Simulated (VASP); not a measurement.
A run of VASP 6.6.1 is set up as follows.

File INCAR:

```
SYSTEM = Cu
ALGO = Normal ; EDIFF = 1E-7
ENCUT = 520 ; GGA = PS
ISIF = 2 ; ISMEAR = -1
LASPH = .True. ; LCHARG = .False.
LREAL = .False. ; LWAVE = .False.
NBANDS = 12 ; NELM = 100
PREC = Accurate ; SIGMA = 0.05
```

File KPOINTS:

```
k-points
0
Gamma
  14 14 14
  0 0 0
```

File POSCAR:

```
Cu
1.0
   -1.4475863674      1.4475863674      1.3806527313
    1.4475863674     -1.4475863674      1.3806527313
    1.4475863674      1.4475863674     -1.3806527313
Cu
1
Direct
    0.0000000000      0.0000000000      0.0000000000
```

Potentials or basis: VASP PAW PBE potentials, release 64 (Cu).

The run is started by

```console
$ cat potpaw_PBE.64/Cu/POTCAR > POTCAR
$ mpirun -np 1 vasp_std > vasp.out
```

Problem. Estimate the pressure.

Solution. -2.3 GPa.

Stress tensor (GPa, compression positive):
```
-2.08  0.00  0.00
 0.00 -2.08  0.00
 0.00  0.00 -2.66
```

Caveat: the PAW data sets were made with another functional, which shifts forces and pressure a little.
